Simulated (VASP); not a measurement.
# BP (F-43m) in VASP: further runs

The runs below take BP through single point, with PBE.

Everything below comes from runs of VASP 6.6.1. Logs are shortened: lines on timing, memory, paths and dates and some standing lists are left out, and cuts for length are marked.

### 1 The cell of the first run

It takes space group F-43m (No. 216, cubic). Conventional cell: a = 4.445 Å, b = 4.445 Å, c = 4.445 Å, α = 90.00°, β = 90.00°, γ = 90.00°. Within 2.6 Å of P (site symmetry -43m) lie 4 B at 1.92 Å. Within 2.6 Å of B (site symmetry -43m) lie 4 P at 1.92 Å.

### 2 Single point, PBE

The input, INCAR:

```
ALGO = Normal
EDIFF = 1E-6
ENCUT = 520
GGA = PE
ISIF = 2
ISMEAR = -1
LASPH = T
LCHARG = F
LREAL = F
LWAVE = F
NBANDS = 11
NELM = 60
PREC = Accurate
SIGMA = 0.05
```

The input, KPOINTS:

```
k-points
0
Gamma
  15 15 15
```

The input, POSCAR:

```
BP
1.0
    0.0000000000      2.2226808807      2.2226808807
    2.2226808807      0.0000000000      2.2226808807
    2.2226808807      2.2226808807      0.0000000000
P B
1 1
Direct
    0.7500000000      0.7500000000      0.7500000000
    0.0000000000      0.0000000000      0.0000000000
```

Potentials or basis: VASP PAW PBE potentials, release 64 (P, B).

On the command line:

```
cat potpaw_PBE.64/P/POTCAR potpaw_PBE.64/B/POTCAR > POTCAR
mpirun -np 1 vasp_std > vasp.out
```

OUTCAR:

```text
EDIFF = 1E-6
   ENCUT = 520
   GGA = PE
   ISIF = 2
   ISMEAR = -1
   LASPH = T
   LREAL = F
   NELM = 60
   PREC = Accurate

 ion  position               nearest neighbor table
   1  0.750  0.750  0.750-   2 1.92   2 1.92   2 1.92   2 1.92
   2  0.000  0.000  0.000-   1 1.92   1 1.92   1 1.92   1 1.92

  LATTYP: Found a face centered cubic cell.
 ALAT       =     4.4453617614

  Lattice vectors:

 A1 = (   0.0000000000,   2.2226808807,   2.2226808807)
 A2 = (   2.2226808807,   0.0000000000,   2.2226808807)
 A3 = (   2.2226808807,   2.2226808807,   0.0000000000)

Analysis of symmetry for initial positions (statically):
=====================================================================
 Subroutine PRICEL returns:
 Original cell was already a primitive cell.

 Routine SETGRP: Setting up the symmetry group for a
 face centered cubic supercell.

 Subroutine GETGRP returns: Found 24 space group operations
 (whereof 24 operations were pure point group operations)
 out of a pool of 48 trial point group operations.

The static configuration has the point symmetry T_d .

Analysis of symmetry for dynamics (positions and initial velocities):
=====================================================================
 Subroutine PRICEL returns:
 Original cell was already a primitive cell.

 Routine SETGRP: Setting up the symmetry group for a
 face centered cubic supercell.

 Subroutine GETGRP returns: Found 24 space group operations
 (whereof 24 operations were pure point group operations)
 out of a pool of 48 trial point group operations.

The dynamic configuration has the point symmetry T_d .

 Subroutine INISYM returns: Found 24 space group operations
 (whereof 24 operations are pure point group operations),
 and found     1 'primitive' translations

----------------------------------------------------------------------------------------

                                     Primitive cell

  volume of cell :      21.9615

  direct lattice vectors                    reciprocal lattice vectors
     0.000000000  2.222680881  2.222680881    -0.224953570  0.224953570  0.224953570
     2.222680881  0.000000000  2.222680881     0.224953570 -0.224953570  0.224953570
     2.222680881  2.222680881  0.000000000     0.224953570  0.224953570 -0.224953570

  length of vectors
[... 81 lines left out ...]
   NELM   =     60;   NELMIN=  2; NELMDL= -5     # of ELM steps
   EDIFF  = 0.1E-05   stopping-criterion for ELM
   LREAL  =      F    real-space projection
   EDIFFG = 0.1E-04   stopping-criterion for IOM
   NSW    =      0    number of steps for IOM
   IBRION =     -1    ionic relax: 0-MD 1-quasi-New 2-CG
   NFREE  =      0    steps in history (QN), initial steepest desc. (CG)
   ISIF   =      2    stress and relaxation
   ISYM   =      2    0-nonsym 1-usesym 2-fastsym
   POTIM  = 0.5000    time-step for ionic-motion
   TEBEG  =    0.0;   TEEND  =   0.0 temperature during run
   PSTRESS=    0.0 pullay stress
   NELECT =       8.0000    total number of electrons
   NUPDOWN=      -1.0000    fix difference up-down
   EMIN   =  10.00;   EMAX   =-10.00  energy-range for DOS
   EFERMI =   0.00;   METHOD = LEGACY
   ISMEAR =    -1;   SIGMA  =   0.05  broadening in eV -4-tet -1-fermi 0-gaus
   EFERMI_NEDOS =   21; number of points for ismear=-14 and -15
   IALGO  =     38    algorithm
   IMIX   =      4    mixing-type and parameters
     AMIX     =   0.40;   BMIX     =  1.00
     AMIX_MAG =   1.60;   BMIX_MAG =  1.00
  volume/ion in A,a.u.               =      10.98        74.10
  Fermi-wavevector in a.u.,A,eV,Ry     =   1.169188  2.209445 18.599175  1.367001
  Thomas-Fermi vector in A             =   2.305664
   LORBIT       =      0    0 simple, 1 ext, 2 COOP (PROOUT), +10 PAW based schemes
   GGA     = PE    functional components
   LHFCALC =     F    Hartree Fock is set to
   AEXX    =    0.0000 exact exchange contribution
   IVDW    =     0    specifies the selected vdW correction
   LEPSILON=     F    determine dielectric tensor
   LRPA    =     F    only Hartree local field effects (RPA)
 non-spin polarized calculation
  energy-cutoff  :      520.00
  volume of cell :       21.96
 maximum number of plane-waves:       609
   NGX = 11   NGY = 11   NGZ = 11

 number of electron       8.0000000 magnetization

 Free energy of the ion-electron system (eV)
  ---------------------------------------------------
  ext. energy  EPLUGINS =         0.00000000
  ---------------------------------------------------
  free energy    TOTEN  =       -12.87442789 eV

  energy without entropy =      -12.87442784  energy(sigma->0) =      -12.87442786

 E-fermi :   8.7387     XC(G=0): -11.1755

 val. band max:        8.1797915990   @ k =   0.0000   0.0000   0.0000
 cond. band min:       9.3331130743   @ k =   0.4000   0.4000   0.0000
 fundamental gap:      1.1533214752
 Fermi energy:         8.7386543051

 k-point     1 :       0.0000    0.0000    0.0000
  band No.  band energies     occupation
      1      -7.8428      2.00000
      2       8.1798      1.99997
      3       8.1798      1.99997
      4       8.1798      1.99997
      5      11.6800      0.00000
      6      11.6800      0.00000
      7      11.6800      0.00000
      8      16.5139      0.00000
      9      20.1289      0.00000
     10      20.4902      0.00000
     11      20.4902      0.00000
[... 309 lines left out ...]
 k-point    24 :       0.2000    0.1333    0.0000
  band No.  band energies     occupation
      1      -7.0885      2.00000
      2       5.4903      2.00000
      3       6.3670      2.00000
      4       6.7802      2.00000
      5      10.9372      0.00000
      6      14.0979      0.00000
      7      14.2214      0.00000
      8      15.5024      0.00000
      9      19.5690      0.00000
     10      21.0032      0.00000
     11      22.3138      0.00000

 [... further k-points ...]
[... 5 lines left out ...]
  --------------------------------------------------------------------------------------
  -------------------------------------------------------------------------------------
  Total        1.6969823      1.6969823      1.6969823      0.0000000     -0.0000000     -0.0000000
  in kB      123.8016870    123.8016870    123.8016870      0.0000000     -0.0000000     -0.0000000
  external PRESSURE =     123.8016870 kB  Pullay stress =       0.0000000 kB

 VOLUME and BASIS-vectors are now :
 -----------------------------------------------------------------------------
  energy-cutoff  :      520.00
  volume of cell :       21.96
      direct lattice vectors                 reciprocal lattice vectors
     0.000000000  2.222680881  2.222680881    -0.224953570  0.224953570  0.224953570
     2.222680881  0.000000000  2.222680881     0.224953570 -0.224953570  0.224953570
     2.222680881  2.222680881  0.000000000     0.224953570  0.224953570 -0.224953570

 POSITION                                       TOTAL-FORCE (eV/Angst)
 -----------------------------------------------------------------------------------
      3.33402      3.33402      3.33402        -0.000000     -0.000000      0.000000
      0.00000      0.00000      0.00000         0.000000      0.000000      0.000000
 -----------------------------------------------------------------------------------
    total drift:                               -0.000000     -0.000000     -0.000000

  FREE ENERGIE OF THE ION-ELECTRON SYSTEM (eV)
  ---------------------------------------------------
  free  energy   TOTEN  =       -12.8744278920 eV

  energy  without entropy=      -12.8744278351  energy(sigma->0) =      -12.87442786
```

stdout:

```text
POSCAR found type information on POSCAR P B
 POSCAR found :  2 types and       2 ions
 scaLAPACK will be used
 LDA part: xc-table for (Slater+PW92), standard interpolation
 POSCAR, INCAR and KPOINTS ok, starting setup
 FFT: planning ... GRIDC
 FFT: planning ... GRID_SOFT
 FFT: planning ... GRID
 WAVECAR not read
 entering main loop
```

Wall time 8.5 s (1 thread of Intel Xeon 6975P-C (Granite Rapids), shared host); peak memory 0.14 GiB.

What came out:

- Free energy: -12.8744 eV
- Pressure: 12.4 GPa
- Band gap on the k mesh: 1.15 eV, indirect (least direct gap 3.50 eV)

Levels at points of the mesh, in eV from the valence-band top:
| k point | band 1 | band 2 | band 3 | band 4 | band 5 | band 6 | band 7 | band 8 |
| --- | --- | --- | --- | --- | --- | --- | --- | --- |
| (0.00, 0.00, 0.00) | -16.02 | 0.00 | 0.00 | 0.00 | 3.50 | 3.50 | 3.50 | 8.33 |

A k mesh can miss the band edges. PBE gaps usually lie below the measured ones, often by a third to a half.

### 3 Single point, PBE

This run uses another cell than the first one, of 11.33 Å³/atom, 1.032 times its volume.

The input, INCAR:

```
PREC = Accurate
ENCUT = 520
EDIFF = 1E-7
ISMEAR = -1
SIGMA = 0.05
LREAL = False
LASPH = True
NELM = 80
ALGO = Normal
ISIF = 2
LWAVE = False
LCHARG = False
GGA = PE
NBANDS = 11
```

The input, KPOINTS:

```
regular mesh
0
Gamma
  15 15 15
```

The input, POSCAR:

```
BP
1.0
    0.0000000000      2.2460792410      2.2460792410
    2.2460792410      0.0000000000      2.2460792410
    2.2460792410      2.2460792410      0.0000000000
P B
1 1
Direct
    0.7500000000      0.7500000000      0.7500000000
    0.0000000000      0.0000000000      0.0000000000
```

Potentials or basis: VASP PAW PBE potentials, release 64 (P, B).

On the command line:

```
cat potpaw_PBE.64/P/POTCAR potpaw_PBE.64/B/POTCAR > POTCAR
mpirun -np 1 vasp_std > vasp.out
```

Wall time 9.2 s (1 thread of Intel Xeon 6975P-C (Granite Rapids), shared host); peak memory 0.15 GiB.

The run converged. Its results:

```
Free energy            : -12.9152 eV
Pressure               : 6.2 GPa
Band gap on the k mesh : 1.20 eV, indirect (least direct gap 3.45 eV)
```

Levels at points of the mesh, in eV from the valence-band top:
```
           k point  band 1  band 2  band 3  band 4  band 5  band 6  band 7  band 8  band 9
(0.00, 0.00, 0.00)  -15.73    0.00    0.00    0.00    3.45    3.45    3.45    7.84   11.72
```

A k mesh can miss the band edges.
